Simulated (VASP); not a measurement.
A run of VASP 6.6.1 is set up as follows.

File INCAR:

```
PREC = Accurate
ENCUT = 520
EDIFF = 1E-6
ISMEAR = -1
SIGMA = 0.05
LREAL = F
LASPH = T
NELM = 80
ALGO = Normal
ISIF = 2
LWAVE = F
LCHARG = F
GGA = RE
NBANDS = 16
```

Contents of KPOINTS:

```
regular mesh
0
Gamma
  7 7 7
```

File POSCAR:

```
HgTe
1.0
    0.0000000000      3.1800000000      3.1800000000
    3.1800000000      0.0000000000      3.1800000000
    3.1800000000      3.1800000000      0.0000000000
Hg Te
1 1
Direct
    0.0000000000      0.0000000000      0.0000000000
    0.5000000000      0.5000000000      0.5000000000
```

Potentials or basis: VASP PAW PBE potentials, release 64 (Hg, Te).

Launch:

```bash
$ cat potpaw_PBE.64/Hg/POTCAR potpaw_PBE.64/Te/POTCAR > POTCAR
$ mpirun -np 1 vasp_std > vasp.out
```

(1) Estimate the pressure.

(2) Estimate the band gap on the k mesh.

## Answers

(1) -2.4 GPa.

(2) zero (band 9 reaches 3.33 eV, above the bottom of band 10 at 1.43 eV).

Caveat: the PAW data sets were made with another functional, which shifts forces and pressure a little; spin-orbit coupling is left out, which moves the levels of the heavy elements.
